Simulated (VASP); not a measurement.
# Os (P6/mmm) in VASP: a series of runs, part 2 of 2

VASP 6.6.1. Earlier steps stand in the parts before.

## 5. Single point, revPBE

This run uses another cell than the first one, of 14.80 Å³/atom.

File INCAR:

```
ALGO = Normal
EDIFF = 1E-6
ENCUT = 520
GGA = RE
ISIF = 2
ISMEAR = -1
LASPH = T
LCHARG = F
LREAL = F
LWAVE = F
NBANDS = 19
NELM = 60
PREC = Accurate
SIGMA = 0.1
```

File KPOINTS:

```
k-points
0
Gamma
  11 11 15
```

File POSCAR:

```
Os
1.0
    4.3341471825      0.0000000000      0.0000000000
   -2.1670735912      3.7534815637      0.0000000000
    0.0000000000      0.0000000000      2.7288528285
Os
3
Direct
    1.0000000000      1.0000000000      0.0000000000
    0.3333333333      0.6666666667      0.5000000000
    0.6666666667      0.3333333333      0.5000000000
```

Potentials or basis: VASP PAW PBE potentials, release 64 (Os).

On the command line:

```
> cat potpaw_PBE.64/Os/POTCAR > POTCAR
> mpirun -np 1 vasp_std > vasp.out
```

OUTCAR:

```text
EDIFF = 1E-6
   ENCUT = 520
   GGA = RE
   ISIF = 2
   ISMEAR = -1
   LASPH = T
   LREAL = F
   NELM = 60
   PREC = Accurate

 ion  position               nearest neighbor table
   1  0.000  0.000  0.000-   2 2.85   3 2.85   2 2.85   3 2.85   2 2.85   2 2.85   3 2.85   3 2.85
                             3 2.85   3 2.85   2 2.85   2 2.85
   2  0.333  0.667  0.500-   3 2.50   3 2.50   3 2.50   1 2.85   1 2.85   1 2.85   1 2.85   1 2.85
                             1 2.85
   3  0.667  0.333  0.500-   2 2.50   2 2.50   2 2.50   1 2.85   1 2.85   1 2.85   1 2.85   1 2.85
                             1 2.85

  LATTYP: Found a hexagonal cell.
 ALAT       =     4.3341471825
 C/A-ratio  =     0.6296170189

  Lattice vectors:

 A1 = (   4.3341471825,   0.0000000000,   0.0000000000)
 A2 = (  -2.1670735912,   3.7534815637,   0.0000000000)
 A3 = (   0.0000000000,   0.0000000000,   2.7288528285)

Analysis of symmetry for initial positions (statically):
=====================================================================
 Subroutine PRICEL returns:
 Original cell was already a primitive cell.

[... 168 lines left out ...]
  energy without entropy =      -31.11252029  energy(sigma->0) =      -31.15914489

 E-fermi :   8.9046     XC(G=0): -13.6901

 val. band max:        8.9015812260   @ k =   0.2727   0.2727   0.0000
 cond. band min:       8.9132792829   @ k =   0.1818   0.0909   0.0000
 fundamental gap:      0.0116980569
 Fermi energy:         8.9045569071

 k-point     1 :       0.0000    0.0000    0.0000
  band No.  band energies     occupation
      1      -1.7199      2.00000
      2       2.1187      2.00000
      3       4.6793      2.00000
      4       4.8441      2.00000
      5       4.8441      2.00000
      6       4.8930      2.00000
[... 505 lines left out ...]
      6       5.3174      2.00000
[... 11 lines left out ...]
     18      14.2774      0.00000
     19      17.3556      0.00000

 [... further k-points ...]

------------------------ aborting loop because EDIFF is reached ----------------------------------------

  FORCE on cell =-STRESS in cart. coord.  units (eV):
  Direction    XX          YY          ZZ          XY          YZ          ZX
  --------------------------------------------------------------------------------------
  -------------------------------------------------------------------------------------
  Total       -0.1530414     -0.1530414     -0.0253275     -0.0000000     -0.0000000      0.0000000
  in kB       -5.5233351     -5.5233351     -0.9140817     -0.0000000     -0.0000000      0.0000000
  external PRESSURE =      -3.9869173 kB  Pullay stress =       0.0000000 kB

 VOLUME and BASIS-vectors are now :
 -----------------------------------------------------------------------------
  energy-cutoff  :      520.00
  volume of cell :       44.39
      direct lattice vectors                 reciprocal lattice vectors
     4.334147182  0.000000000  0.000000000     0.230725898  0.133209659  0.000000000
    -2.167073591  3.753481564  0.000000000     0.000000000  0.266419318  0.000000000
     0.000000000  0.000000000  2.728852828     0.000000000  0.000000000  0.366454354

 POSITION                                       TOTAL-FORCE (eV/Angst)
 -----------------------------------------------------------------------------------
      0.00000      0.00000      0.00000        -0.000000      0.000000     -0.000000
     -0.00000      2.50232      1.36443         0.000000      0.000000      0.000000
      2.16707      1.25116      1.36443        -0.000000      0.000000     -0.000000
 -----------------------------------------------------------------------------------
    total drift:                               -0.000000      0.000000      0.000000

  FREE ENERGIE OF THE ION-ELECTRON SYSTEM (eV)
  ---------------------------------------------------
  free  energy   TOTEN  =       -31.2057694918 eV

  energy  without entropy=      -31.1125202889  energy(sigma->0) =      -31.15914489
```

Wall time 29 s (1 thread of Intel Xeon 6975P-C (Granite Rapids), shared host); peak memory 0.22 GiB.

What came out:

| Quantity | Value |
| --- | --- |
| Free energy | -31.2058 eV |
| Pressure | -0.4 GPa |
| Band gap on the k mesh | zero (bands 12 and 13 overlap by 2.50 eV) |

Stress tensor (GPa, compression positive):
```
-0.55  0.00  0.00
 0.00 -0.55  0.00
 0.00  0.00 -0.09
```

Caveat: the PAW data sets were made with another functional, which shifts forces and pressure a little; spin-orbit coupling is left out, which moves the levels of the heavy elements.

## 6. Relaxation of cell and atoms, revPBE

This run uses another cell than the first one, of 13.99 Å³/atom.

File INCAR:

```
ALGO = Normal ; EDIFF = 1E-6
EDIFFG = -0.01 ; ENCUT = 600
GGA = RE ; IBRION = 2
ISIF = 3 ; ISMEAR = -1
LASPH = True ; LCHARG = False
LREAL = False ; LWAVE = False
NELM = 60 ; NSW = 80
PREC = Accurate ; SIGMA = 0.1
```

File KPOINTS:

```
k-points
0
Gamma
  9 9 12
```

File POSCAR:

```
Os
1.0
    4.2920416892      0.0000000000      0.0000000000
   -2.1460208446      3.7170171370      0.0000000000
    0.0000000000      0.0000000000      2.6310215555
Os
3
Direct
    0.0000000000      0.0000000000      0.0000000000
    0.3333333333      0.6666666667      0.5000000000
    0.6666666667      0.3333333333      0.5000000000
```

Potentials or basis: VASP PAW PBE potentials, release 64 (Os).

On the command line:

```
> cat potpaw_PBE.64/Os/POTCAR > POTCAR
> mpirun -np 1 vasp_std > vasp.out
```

OUTCAR:

```text
EDIFF = 1E-6
   EDIFFG = -0.01
   ENCUT = 600
   GGA = RE
   IBRION = 2
   ISIF = 3
   ISMEAR = -1
   LASPH = True
   LREAL = False
   NELM = 60
   NSW = 80
   PREC = Accurate

 ion  position               nearest neighbor table
   1  0.000  0.000  0.000-   2 2.81   3 2.81   2 2.81   3 2.81   3 2.81   3 2.81   2 2.81   2 2.81
                             3 2.81   3 2.81   2 2.81   2 2.81
   2  0.333  0.667  0.500-   3 2.48   3 2.48   3 2.48   1 2.81   1 2.81   1 2.81   1 2.81   1 2.81
                             1 2.81
   3  0.667  0.333  0.500-   2 2.48   2 2.48   2 2.48   1 2.81   1 2.81   1 2.81   1 2.81   1 2.81
                             1 2.81

  LATTYP: Found a hexagonal cell.
 ALAT       =     4.2920416892
 C/A-ratio  =     0.6130000000

  Lattice vectors:

 A1 = (   4.2920416892,   0.0000000000,   0.0000000000)
 A2 = (  -2.1460208446,   3.7170171370,   0.0000000000)
 A3 = (   0.0000000000,   0.0000000000,   2.6310215555)

Analysis of symmetry for initial positions (statically):
=====================================================================
 Subroutine PRICEL returns:
 Original cell was already a primitive cell.

 Routine SETGRP: Setting up the symmetry group for a
 hexagonal supercell.

 Subroutine GETGRP returns: Found 24 space group operations
 (whereof 24 operations were pure point group operations)
 out of a pool of 24 trial point group operations.

The static configuration has the point symmetry D_6h.

Analysis of symmetry for dynamics (positions and initial velocities):
=====================================================================
 Subroutine PRICEL returns:
 Original cell was already a primitive cell.

 Routine SETGRP: Setting up the symmetry group for a
 hexagonal supercell.

 Subroutine GETGRP returns: Found 24 space group operations
 (whereof 24 operations were pure point group operations)
 out of a pool of 24 trial point group operations.

The dynamic configuration has the point symmetry D_6h.

 Subroutine INISYM returns: Found 24 space group operations
[... 129 lines left out ...]
   LRPA    =     F    only Hartree local field effects (RPA)
 conjugate gradient relaxation of ions
 non-spin polarized calculation
  energy-cutoff  :      600.00
  volume of cell :       41.97
 maximum number of plane-waves:      1432
 NGX is ok and might be reduce to    36
   NGX = 17   NGY = 17   NGZ = 11

--------------------------------------- Ionic step        1  -------------------------------------------

 number of electron      24.0000001 magnetization

 Free energy of the ion-electron system (eV)
  ---------------------------------------------------
  ext. energy  EPLUGINS =         0.00000000
  ---------------------------------------------------
  free energy    TOTEN  =       -31.01801951 eV

  energy without entropy =      -30.93742974  energy(sigma->0) =      -30.97772462

------------------------ aborting loop because EDIFF is reached ----------------------------------------

  FORCE on cell =-STRESS in cart. coord.  units (eV):
  Direction    XX          YY          ZZ          XY          YZ          ZX
  --------------------------------------------------------------------------------------
  -------------------------------------------------------------------------------------
  Total        4.5885259      4.5885259      8.4679714      0.0000000      0.0000000      0.0000000
  in kB      175.1462613    175.1462613    323.2265758      0.0000000      0.0000000      0.0000000
  external PRESSURE =     224.5063661 kB  Pullay stress =       0.0000000 kB
[... 283 lines left out ...]
--------------------------------------- Ionic step        9  -------------------------------------------

 number of electron      24.0000000 magnetization

 Free energy of the ion-electron system (eV)
  ---------------------------------------------------
  ext. energy  EPLUGINS =         0.00000000
  ---------------------------------------------------
  free energy    TOTEN  =       -31.20732780 eV

  energy without entropy =      -31.11870257  energy(sigma->0) =      -31.16301519

 E-fermi :   8.9248     XC(G=0): -13.6956

 val. band max:        8.9177406261   @ k =   0.2222   0.2222   0.2500
 cond. band min:       8.9319161731   @ k =   0.2222   0.0000   0.0833
 fundamental gap:      0.0141755469
 Fermi energy:         8.9247889000

 k-point     1 :       0.0000    0.0000    0.0000
  band No.  band energies     occupation
      1      -1.7144      2.00000
      2       2.1235      2.00000
      3       4.6929      2.00000
      4       4.8547      2.00000
      5       4.8547      2.00000
      6       4.9023      2.00000
[... 433 lines left out ...]
      3       1.8309      2.00000
      4       4.3396      2.00000
      5       4.3396      2.00000
      6       4.9419      2.00000
[... 8 lines left out ...]
     15      10.5716      0.00000
     16      10.5716      0.00000

 [... further k-points ...]

------------------------ aborting loop because EDIFF is reached ----------------------------------------

  FORCE on cell =-STRESS in cart. coord.  units (eV):
  Direction    XX          YY          ZZ          XY          YZ          ZX
  --------------------------------------------------------------------------------------
  -------------------------------------------------------------------------------------
  Total        0.0037222      0.0037222      0.0100311      0.0000000     -0.0000000      0.0000000
  in kB        0.1344692      0.1344692      0.3623842      0.0000000     -0.0000000      0.0000000
  external PRESSURE =       0.2104409 kB  Pullay stress =       0.0000000 kB
[... 18 lines left out ...]
  FREE ENERGIE OF THE ION-ELECTRON SYSTEM (eV)
  ---------------------------------------------------
  free  energy   TOTEN  =       -31.2073278013 eV

  energy  without entropy=      -31.1187025698  energy(sigma->0) =      -31.16301519

 reached required accuracy - stopping structural energy minimisation
```

It took 2.3 min on 1 thread of Intel Xeon 6975P-C (Granite Rapids), shared host; peak memory 0.23 GiB.

What came out:

| Quantity | Value |
| --- | --- |
| Free energy | -31.2073 eV |
| Relaxed volume | 14.78 Å³/atom |
| Relaxed cell | a = 4.332 Å, b = 4.332 Å, c = 2.728 Å, α = 90.00°, β = 90.00°, γ = 120.00° |
| Space group after relaxing (to 0.1 Å) | P6/mmm (No. 191) |
| Pressure after relaxing | 0.0 GPa |
| Band gap on the k mesh | zero (bands 12 and 13 overlap by 2.78 eV) |

Final structure:
```yaml
crystal:
  lattice:
    - [4.33230, 0.00000, 0.00000]
    - [-2.16615, 3.75188, 0.00000]
    - [0.00000, 0.00000, 2.72847]
  atoms:
    - { symbol: Os, position: [0.00000, 0.00000, 0.00000] }
    - { symbol: Os, position: [0.33333, 0.66667, 0.50000] }
    - { symbol: Os, position: [0.66667, 0.33333, 0.50000] }
```

Caveat: the PAW data sets were made with another functional, which shifts forces and pressure a little; spin-orbit coupling is left out, which moves the levels of the heavy elements.

## 7. Overview

| task | cell | k mesh | cutoff (eV) | gap on the mesh (eV) | pressure (GPa) |
| --- | --- | --- | --- | --- | --- |
| single point | a = 4.391, b = 4.391, c = 2.765 Å, angles 90.0, 90.0, 120.0°, 3 atoms | 10 × 10 × 13 | 520 | none | -13.5 |
| single point | a = 4.447, b = 4.447, c = 2.800 Å, angles 90.0, 90.0, 120.0°, 3 atoms | 10 × 10 × 13 | 520 | none | -23.7 |
| single point | a = 4.501, b = 4.501, c = 2.834 Å, angles 90.0, 90.0, 120.0°, 3 atoms | 10 × 10 × 13 | 520 | none | -31.7 |
| single point | a = 4.334, b = 4.334, c = 2.729 Å, angles 90.0, 90.0, 120.0°, 3 atoms | 11 × 11 × 15 | 520 | none | -0.4 |
| relaxation of cell and atoms | relaxed from a = 4.292, b = 4.292, c = 2.631 Å, angles 90.0, 90.0, 120.0°, 3 atoms | 9 × 9 × 12 | 600 | none | 0.0 |

Alike in all rows: level revPBE; potentials or basis VASP PAW PBE potentials, release 64 (Os); no spin polarisation; smearing fermi-dirac 0.1 eV.

Caveats: the PAW data sets were made with another functional, which shifts forces and pressure a little; spin-orbit coupling is left out, which moves the levels of the heavy elements; the cell stands under tension (at least some runs); the stress differs along the axes, from -33 to -28 GPa (at least some runs).

Total energies depend on the potentials used, so only differences within one code and one set of settings carry meaning.

The gap in the log of VASP goes by the Fermi energy; the results here count the filled bands.